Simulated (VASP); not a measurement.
# Ti13Be3 in VASP: notebook

Ti13Be3 is run at these levels: PBE; tasks: single point.

Everything below comes from runs of VASP 6.6.1. Logs are shortened: lines on timing, memory, paths and dates and some standing lists are left out, and cuts for length are marked.

### Step 1. The cell of the first run

The cell holds a disordered packing, 16 atoms: a = 6.146 Å, b = 6.286 Å, c = 6.344 Å, α = 92.45°, β = 90.48°, γ = 87.86°.

### Step 2. Single point, PBE

INCAR

```
SYSTEM = Ti13Be3
PREC     = Accurate       ! precision mode
ENCUT    = 400            ! plane-wave cutoff, eV
EDIFF    = 1E-6           ! SCF threshold, eV
ISMEAR   = -1             ! smearing method
SIGMA    = 0.0931         ! smearing width, eV
LREAL    = Auto         
LASPH    = .TRUE.         ! aspherical terms in the spheres
NELM     = 120            ! most SCF steps
ALGO     = Normal         ! electronic algorithm
ISIF     = 2              ! what is computed and relaxed
LWAVE    = .FALSE.        ! write WAVECAR
LCHARG   = .FALSE.        ! write CHGCAR
GGA      = PE             ! functional
ISYM     = -1           
NBANDS   = 95             ! bands
GGA_COMPAT= .FALSE.
```

KPOINTS

```
explicit points
1
Reciprocal
  0.25000000   0.25000000   0.25000000 1
```

POSCAR

```
Ti13Be3
1.0
    6.1453290000      0.1157260000     -0.0247540000
    0.1157260000      6.2830310000     -0.1349560000
   -0.0247540000     -0.1349560000      6.3427070000
Ti Be
13 3
Direct
    0.3015749421      0.1264239679      0.1217490985
    0.5959605985      1.0119919865      0.7807519406
    0.3735999999      0.2557470887      0.5286620836
    0.5658876021      0.9162841916      0.2790012263
    0.9135364369      0.7471863005     -0.0197204513
    0.3142252412      0.7082921689      0.6158724673
    0.5775024036      0.4938413761      0.2685447004
    0.8538607924      0.1786389910      0.0671271547
    0.0547848873      0.5037452843      0.2900372970
    0.6063584198      0.4593580924      0.8703100943
    0.1765282225      0.4102695868      0.8508064651
    0.8701331281      0.2041559612      0.5415487973
    0.8465820217      0.6826317380      0.6080346357
    0.3407541611      0.7056991480      0.0551493807
    0.1270089167      0.9996530120      0.7974235844
    0.1286083470      0.8903984061      0.3615112882
```

Potentials or basis: VASP PAW PBE potentials, release 64 (Ti_sv, Be).

Launch:

```bash
$ cat potpaw_PBE.64/Ti_sv/POTCAR potpaw_PBE.64/Be/POTCAR > POTCAR
$ mpirun -np 1 vasp_std > vasp.out
```

OUTCAR:

```text
SYSTEM = Ti13Be3
   PREC = Accurate
   ENCUT = 400
   EDIFF = 1E-6
   ISMEAR = -1
   LREAL = Auto
   LASPH = .TRUE.
   NELM = 120
   ISIF = 2
   GGA = PE
   ISYM = -1

 ion  position               nearest neighbor table
   1  0.302  0.126  0.122-   4 2.30  15 2.43  16 2.45  11 2.62   3 2.71   8 2.78   2 2.88
   2  0.596  0.012  0.781-   3 2.61   8 2.61  12 2.64  13 2.73   6 2.79   5 2.84  10 2.85   1 2.88

   3  0.374  0.256  0.529-  11 2.52   2 2.61   7 2.63   1 2.71   4 2.83  10 2.87   6 2.88   9 2.91

   4  0.566  0.916  0.279-   1 2.30  14 2.37   7 2.65   3 2.83   8 2.85
   5  0.914  0.747  0.980-  13 2.41  15 2.43   9 2.66  11 2.72  10 2.73   8 2.76   2 2.84
   6  0.314  0.708  0.616-  16 2.29  15 2.39  11 2.61   2 2.79  10 2.87   3 2.88  13 2.88   9 2.89

   7  0.578  0.494  0.269-  14 2.39  10 2.53   3 2.63   4 2.65   8 2.83
   8  0.854  0.179  0.067-  15 2.60   2 2.61  10 2.64   5 2.76   9 2.76   1 2.78   7 2.83   4 2.85
                            11 2.89
   9  0.055  0.504  0.290-  16 2.51  13 2.59   5 2.66   8 2.76  12 2.80   6 2.89   3 2.91
  10  0.606  0.459  0.870-  14 2.47   7 2.53   8 2.64  11 2.67  13 2.70   5 2.73   2 2.85   3 2.87
                             6 2.87
  11  0.177  0.410  0.851-  14 2.46   3 2.52   6 2.61  15 2.62   1 2.62  10 2.67   5 2.72   8 2.89

  12  0.870  0.204  0.542-  15 2.60   2 2.64   9 2.80
  13  0.847  0.683  0.608-   5 2.41   9 2.59  10 2.70   2 2.73   6 2.88
  14  0.341  0.706  0.055-   4 2.37   7 2.39  11 2.46  10 2.47
  15  0.127  1.000  0.797-   6 2.39   1 2.43   5 2.43   8 2.60  12 2.60  11 2.62
  16  0.129  0.890  0.362-   6 2.29   1 2.45   9 2.51

IMPORTANT INFORMATION: All symmetrisations will be switched off!
NOSYMM: (Re-)initialisation of all symmetry stuff for point group C_1.

----------------------------------------------------------------------------------------

                                     Primitive cell

  volume of cell :     244.7002

  direct lattice vectors                    reciprocal lattice vectors
     6.145329000  0.115726000 -0.024754000     0.162783752 -0.002986003  0.000571770
     0.115726000  6.283031000 -0.134956000    -0.002986003  0.159286398  0.003377539
    -0.024754000 -0.134956000  6.342707000     0.000571770  0.003377539  0.157735486

  length of vectors
     6.146468399  6.285545655  6.344190884     0.162812140  0.159350182  0.157772679

  position of ions in fractional coordinates (direct lattice)
     0.301574942  0.126423968  0.121749098
     0.595960598  0.011991986  0.780751941
     0.373600000  0.255747089  0.528662084
     0.565887602  0.916284192  0.279001226
     0.913536437  0.747186300  0.980279549
     0.314225241  0.708292169  0.615872467
[... 8 lines left out ...]
     0.127008917  0.999653012  0.797423584
     0.128608347  0.890398406  0.361511288

[... 58 lines left out ...]
   PSTRESS=    0.0 pullay stress
   NELECT =     162.0000    total number of electrons
   NUPDOWN=      -1.0000    fix difference up-down
   EMIN   =  10.00;   EMAX   =-10.00  energy-range for DOS
   EFERMI =   0.00;   METHOD = LEGACY
   ISMEAR =    -1;   SIGMA  =   0.09  broadening in eV -4-tet -1-fermi 0-gaus
   EFERMI_NEDOS =   21; number of points for ismear=-14 and -15
   IALGO  =     38    algorithm
   IMIX   =      4    mixing-type and parameters
     AMIX     =   0.40;   BMIX     =  1.00
     AMIX_MAG =   1.60;   BMIX_MAG =  1.00
  volume/ion in A,a.u.               =      15.29       103.21
  Fermi-wavevector in a.u.,A,eV,Ry     =   1.426817  2.696294 27.698850  2.035808
  Thomas-Fermi vector in A             =   2.547054
   LORBIT       =      0    0 simple, 1 ext, 2 COOP (PROOUT), +10 PAW based schemes
   GGA     = PE    functional components
   LHFCALC =     F    Hartree Fock is set to
   AEXX    =    0.0000 exact exchange contribution
   IVDW    =     0    specifies the selected vdW correction
   LEPSILON=     F    determine dielectric tensor
   LRPA    =     F    only Hartree local field effects (RPA)
 non-spin polarized calculation
  energy-cutoff  :      400.00
  volume of cell :      244.70
 maximum number of plane-waves:      4429
 NGX is ok and might be reduce to    40
   NGX = 21   NGY = 21   NGZ = 21

 number of electron     162.0000041 magnetization

 Free energy of the ion-electron system (eV)
  ---------------------------------------------------
  ext. energy  EPLUGINS =         0.00000000
  ---------------------------------------------------
  free energy    TOTEN  =      -110.34495104 eV

  energy without entropy =     -109.83328428  energy(sigma->0) =     -110.08911766

 E-fermi :   8.1161     XC(G=0): -11.4706

 val. band max:        8.0400966848   @ k =   0.2500   0.2500   0.2500
 cond. band min:       8.2091431314   @ k =   0.2500   0.2500   0.2500
 fundamental gap:      0.1690464466
 Fermi energy:         8.1161155522

 k-point     1 :       0.2500    0.2500    0.2500
  band No.  band energies     occupation
      1     -48.7099      2.00000
      2     -48.4424      2.00000
      3     -48.4134      2.00000
      4     -48.3704      2.00000
      5     -48.3645      2.00000
      6     -48.3076      2.00000
[... 85 lines left out ...]
     92       9.1488      0.00003
     93       9.2709      0.00001
 [bands above 93 left out]

------------------------ aborting loop because EDIFF is reached ----------------------------------------

  FORCE on cell =-STRESS in cart. coord.  units (eV):
  Direction    XX          YY          ZZ          XY          YZ          ZX
  --------------------------------------------------------------------------------------
  -------------------------------------------------------------------------------------
  Total        1.4773301      8.6349050      9.4004693     -0.7329209     -2.7313238      1.2863439
  in kB        9.6728369     56.5371454     61.5496870     -4.7988082    -17.8833758      8.4223524
  external PRESSURE =      42.5865565 kB  Pullay stress =       0.0000000 kB

 VOLUME and BASIS-vectors are now :
 -----------------------------------------------------------------------------
  energy-cutoff  :      400.00
  volume of cell :      244.70
      direct lattice vectors                 reciprocal lattice vectors
     6.145329000  0.115726000 -0.024754000     0.162783752 -0.002986003  0.000571770
     0.115726000  6.283031000 -0.134956000    -0.002986003  0.159286398  0.003377539
    -0.024754000 -0.134956000  6.342707000     0.000571770  0.003377539  0.157735486

 POSITION                                       TOTAL-FORCE (eV/Angst)
 -----------------------------------------------------------------------------------
      1.86489      0.81279      0.74769         0.143801      1.489202     -1.039693
      3.64443      0.03895      4.93571        -0.824460     -0.855375      0.920966
      2.31241      1.57876      3.30939        -0.728659     -1.260419      0.161242
      3.57670      5.78488      1.63196         1.756070     -0.610632      1.363678
      5.67619      4.66802      6.09418        -0.201562      0.509927      1.793490
      1.99774      4.40347      3.80293         1.246010     -0.292667      0.425590
[... 8 lines left out ...]
      0.87646      6.18793      4.91977        -0.112579      0.451945     -0.538510
      0.88443      5.56050      2.16961        -0.857403      0.734960     -0.853140
 -----------------------------------------------------------------------------------
    total drift:                                0.001463     -0.004359     -0.003796

  FREE ENERGIE OF THE ION-ELECTRON SYSTEM (eV)
  ---------------------------------------------------
  free  energy   TOTEN  =      -110.3449510380 eV

  energy  without entropy=     -109.8332842831  energy(sigma->0) =     -110.08911766
```

stdout:

```text
POSCAR found type information on POSCAR TiBe
 POSCAR found :  2 types and      16 ions
 scaLAPACK will be used
 LDA part: xc-table for (Slater+PW92), standard interpolation
 POSCAR, INCAR and KPOINTS ok, starting setup
 FFT: planning ... GRIDC
 FFT: planning ... GRID_SOFT
 FFT: planning ... GRID
 WAVECAR not read
 entering main loop
```

Wall time 43 s (1 thread of Intel Xeon 6975P-C (Granite Rapids), shared host); peak memory 0.24 GiB.

What came out:

```yaml
Free_energy: -110.3450 eV
Pressure: 4.3 GPa
Largest_force: 2.306 eV/Å
```

Forces on the atoms (eV/Å):
```
Ti   0.144  1.489 -1.040
Ti  -0.824 -0.855  0.921
Ti  -0.729 -1.260  0.161
Ti   1.756 -0.611  1.364
Ti  -0.202  0.510  1.793
Ti   1.246 -0.293  0.426
Ti   0.396 -1.017  1.856
Ti   0.651 -0.307  0.430
Ti   0.451 -0.271 -0.146
Ti   0.218  0.282 -1.476
Ti  -1.303 -0.268  0.049
Ti   0.390 -0.225 -0.253
Ti   0.032  0.546 -1.768
Be  -1.257  1.093 -0.926
Be  -0.113  0.452 -0.539
Be  -0.857  0.735 -0.853
```

Levels at points of the mesh, in eV from the Fermi level:
| k point | band 78 | band 79 | band 80 | band 81 | band 82 | band 83 | band 84 | band 85 |
| --- | --- | --- | --- | --- | --- | --- | --- | --- |
| (0.25, 0.25, 0.25) | -0.37 | -0.35 | -0.16 | -0.08 | 0.09 | 0.17 | 0.26 | 0.30 |

Caveat: the atoms stand as in a frame of molecular dynamics.

### Step 3. Single point, PBE

INCAR

```
PREC = Accurate
ENCUT = 400
EDIFF = 1E-6
ISMEAR = -1
SIGMA = 0.05
LREAL = Auto
LASPH = T
NELM = 120
ALGO = Normal
ISIF = 2
LWAVE = F
LCHARG = F
GGA = PE
NBANDS = 95
ISYM = -1
GGA_COMPAT = F
```

KPOINTS is that of step 2.

POSCAR

```
Ti13Be3
1.0
    6.1453290000      0.1157260000     -0.0247540000
    0.1157260000      6.2830310000     -0.1349560000
   -0.0247540000     -0.1349560000      6.3427070000
Ti Be
13 3
Direct
    0.3157361671      0.1584124145      0.0947345414
    0.5891562519     -0.0048471029      0.8200317039
    0.3285885984      0.2175842134      0.5427887773
    0.5885437073      0.8871984320      0.2812328494
    0.9032842130      0.7677398814      0.9926934984
    0.3423692178      0.7123222924      0.5950833256
    0.6017071776      0.4708439201      0.2815888975
    0.8780893795      0.1675993997      0.1066791780
    0.0958959462      0.5162719128      0.2767723309
    0.6032820149      0.4717560202      0.8462025675
    0.1373490356      0.4348880032      0.8237400346
    0.8431917836      0.1870360060      0.5515815252
    0.8565695954      0.7250913929      0.5708532584
    0.2939934900      0.7405380440      0.0256615302
    0.1164633362      1.0163637069      0.7814585025
    0.1174579620      0.9075149466      0.3223679009
```

Potentials or basis: VASP PAW PBE potentials, release 64 (Ti_sv, Be).

Launch:

```bash
$ cat potpaw_PBE.64/Ti_sv/POTCAR potpaw_PBE.64/Be/POTCAR > POTCAR
$ mpirun -np 1 vasp_std > vasp.out
```

Wall time 41 s (1 thread of Intel Xeon 6975P-C (Granite Rapids), shared host); peak memory 0.23 GiB.

It converged, with:

```
Free energy   : -111.9608 eV
Pressure      : 2.5 GPa
Largest force : 1.305 eV/Å
```

Forces on the atoms (eV/Å):
```
Ti   0.064 -0.113  0.572
Ti  -0.393  0.558 -0.274
Ti   0.349  0.005 -1.257
Ti  -0.430  0.126  0.170
Ti  -0.022 -1.184 -0.054
Ti  -0.484 -0.099 -0.187
Ti  -0.290  0.235  0.209
Ti   0.073  0.735 -0.366
Ti   0.365 -0.729 -0.229
Ti  -0.403 -0.220  0.159
Ti  -0.204 -0.067  0.654
Ti   0.290  0.593  0.033
Ti   0.057 -0.190  0.143
Be   0.985  0.570 -0.188
Be  -0.107 -0.502  0.484
Be   0.149  0.282  0.132
```

Stress tensor (GPa, compression positive):
```
 0.92 -1.13 -0.36
-1.13  3.94 -0.72
-0.36 -0.72  2.79
```

Levels at points of the mesh, in eV from the Fermi level:
| k point | band 77 | band 78 | band 79 | band 80 | band 81 | band 82 | band 83 | band 84 | band 85 | band 86 |
| --- | --- | --- | --- | --- | --- | --- | --- | --- | --- | --- |
| (0.25, 0.25, 0.25) | -0.48 | -0.42 | -0.29 | -0.25 | -0.05 | 0.06 | 0.16 | 0.24 | 0.36 | 0.38 |

Caveat: the atoms stand as in a frame of molecular dynamics.

### Step 4. Single point, PBE

INCAR

```
PREC = Accurate
ENCUT = 400
EDIFF = 1E-6
ISMEAR = -1
SIGMA = 0.05
LREAL = Auto
LASPH = True
NELM = 120
ALGO = Normal
ISIF = 2
LWAVE = False
LCHARG = False
GGA = PE
ISYM = -1
NBANDS = 95
GGA_COMPAT = False
```

KPOINTS is that of step 3.

POSCAR

```
Ti13Be3
1.0
    6.1453290000      0.1157260000     -0.0247540000
    0.1157260000      6.2830310000     -0.1349560000
   -0.0247540000     -0.1349560000      6.3427070000
Ti Be
13 3
Direct
    0.3377715837      0.1509233290      0.1045593319
    0.5940792677      0.0080050131      0.8199054698
    0.3416766095      0.2186015969      0.5465001710
    0.5941767201      0.8900121954      0.3022533969
    0.8865574960      0.7476646474      1.0093208900
    0.3386969759      0.7196400220      0.6088474280
    0.5739396215      0.4885956634      0.2990636676
    0.8685424835      0.1999323624      0.0995671048
    0.1196933750      0.5116668518      0.2665559676
    0.5843795316      0.4697557622      0.8454972127
    0.1453172916      0.4323461582      0.8372084494
    0.8622987997      0.2325277624      0.5757990021
    0.8623680117      0.7340225431      0.5799726842
    0.3049073036      0.7501500646     -0.0031283287
    0.1089823037      0.9894266409      0.8013452000
    0.1094653183      0.9157039519      0.3228630058
```

Launch:

```bash
$ cat potpaw_PBE.64/Ti_sv/POTCAR potpaw_PBE.64/Be/POTCAR > POTCAR
$ mpirun -np 1 vasp_std > vasp.out
```

Run time: 41 s. Hardware: 1 thread of Intel Xeon 6975P-C (Granite Rapids), shared host; peak memory 0.24 GiB.

It converged, with:

| Item | Value |
| --- | --- |
| Free energy | -112.0665 eV |
| Pressure | 2.4 GPa |
| Largest force | 1.166 eV/Å |

Forces on the atoms (eV/Å):
```
Ti  -0.583  0.138  0.199
Ti   0.187  0.065 -0.343
Ti  -0.117 -0.020 -0.753
Ti  -0.822  0.705 -0.385
Ti   0.180 -0.181 -0.057
Ti  -0.635  0.153 -0.965
Ti   0.911 -0.516 -0.217
Ti   0.325 -0.561  0.317
Ti   0.261 -0.070  0.503
Ti   0.076 -0.210  0.605
Ti  -0.058 -0.105  0.536
Ti   0.010 -0.401 -0.753
Ti  -0.038 -0.439  0.024
Be   0.376  0.563  0.840
Be  -0.045  0.652  0.234
Be  -0.029  0.226  0.214
```

Stress tensor (GPa, compression positive):
```
 0.55 -1.79  0.22
-1.79  3.28 -1.86
 0.22 -1.86  3.29
```

Levels at points of the mesh, in eV from the Fermi level:
```csv
k point,band 79,band 80,band 81,band 82,band 83,band 84
"(0.25, 0.25, 0.25)",-0.32,-0.23,-0.04,0.05,0.16,0.26
```

Caveat: the atoms stand as in a frame of molecular dynamics.

### Step 5. Single point, PBE

INCAR

```
PREC     = Accurate       # precision mode
ENCUT    = 400            # plane-wave cutoff, eV
EDIFF    = 1E-6           # SCF threshold, eV
ISMEAR   = -1             # smearing method
SIGMA    = 0.05           # smearing width, eV
LREAL    = Auto         
LASPH    = True           # aspherical terms in the spheres
NELM     = 120            # most SCF steps
ALGO     = Normal         # electronic algorithm
ISIF     = 2              # what is computed and relaxed
LWAVE    = False          # write WAVECAR
LCHARG   = True           # write CHGCAR
GGA      = PE             # functional
LELF     = True           # ELF
LVHAR    = True         
NBANDS   = 95             # bands
ISYM     = -1           
GGA_COMPAT= False
```

KPOINTS is that of step 4.

POSCAR

```
Ti13Be3
1.0
    6.1453290000      0.1157260000     -0.0247540000
    0.1157260000      6.2830310000     -0.1349560000
   -0.0247540000     -0.1349560000      6.3427070000
Ti Be
13 3
Direct
    0.3368437661      0.1572549901      0.0913894864
    0.5927030461      0.0103551950      0.7930671032
    0.3395528114      0.2303533107      0.5241417981
    0.5900440546      0.9056535137      0.3024359041
    0.9108777681      0.7627397885      1.0076912238
    0.3362297483      0.7358342153      0.6002897932
    0.6025976053      0.4949387789      0.2742516183
    0.8775849616      0.2046282682      0.0688828210
    0.1367725234      0.5175873756      0.2665214062
    0.6036161319      0.4876743880      0.8500576329
    0.1484829611      0.4607765701      0.8226741532
    0.8544864550      0.2232914523      0.5559917050
    0.8797470492      0.7237460440      0.5752722189
    0.3204613973      0.7856359796      0.0254596327
    0.1234806994      1.0005690408      0.7790407844
    0.0807612444      0.9413818580      0.3137583517
```

Launch:

```bash
$ cat potpaw_PBE.64/Ti_sv/POTCAR potpaw_PBE.64/Be/POTCAR > POTCAR
$ mpirun -np 1 vasp_std > vasp.out
```

Wall time 39 s (1 thread of Intel Xeon 6975P-C (Granite Rapids), shared host); peak memory 0.24 GiB.

The run converged. Its results:

```
Free energy   : -112.0503 eV
Pressure      : 2.2 GPa
Largest force : 1.545 eV/Å
```

Forces on the atoms (eV/Å):
```
Ti  -0.037  1.035 -0.172
Ti   0.302 -0.054  0.133
Ti  -0.058  0.356  0.054
Ti   0.338  0.345 -0.138
Ti  -0.839  0.145 -0.196
Ti   0.069 -0.185 -0.791
Ti   0.272 -0.287  0.636
Ti   0.292 -0.337  0.200
Ti  -0.254 -0.068 -0.174
Ti  -0.512 -0.019 -0.659
Ti   0.859 -0.699  1.077
Ti   0.136  0.019 -0.510
Ti  -0.856 -0.124 -0.070
Be   0.000 -0.809 -0.387
Be  -0.380  0.751  0.538
Be   0.668 -0.069  0.459
```

Stress tensor (GPa, compression positive):
```
 0.31 -1.29  0.34
-1.29  4.02 -1.59
 0.34 -1.59  2.13
```

Levels at points of the mesh, in eV from the Fermi level:
| k point | band 78 | band 79 | band 80 | band 81 | band 82 | band 83 | band 84 | band 85 |
| --- | --- | --- | --- | --- | --- | --- | --- | --- |
| (0.25, 0.25, 0.25) | -0.43 | -0.31 | -0.20 | -0.08 | 0.08 | 0.20 | 0.25 | 0.29 |

Caveat: the atoms stand as in a frame of molecular dynamics.

### Step 6. The runs side by side

| cell | smearing | pressure (GPa) | largest force (eV/Å) |
| --- | --- | --- | --- |
| as given, atomic positions A | fermi-dirac 0.0931 eV | 4.3 | 2.31 |
| as given, atomic positions B | fermi-dirac 0.05 eV | 2.5 | 1.30 |
| as given, atomic positions C | fermi-dirac 0.05 eV | 2.4 | 1.17 |
| as given, atomic positions D | fermi-dirac 0.05 eV | 2.2 | 1.54 |

Alike in all rows: task single point; level PBE; potentials or basis VASP PAW PBE potentials, release 64 (Ti_sv, Be); no spin polarisation; k mesh 1 × 1 × 1, shifted; cutoff (eV) 400.

Caveats: the atoms stand as in a frame of molecular dynamics.

Total energies depend on the potentials used, so only differences within one code and one set of settings carry meaning.
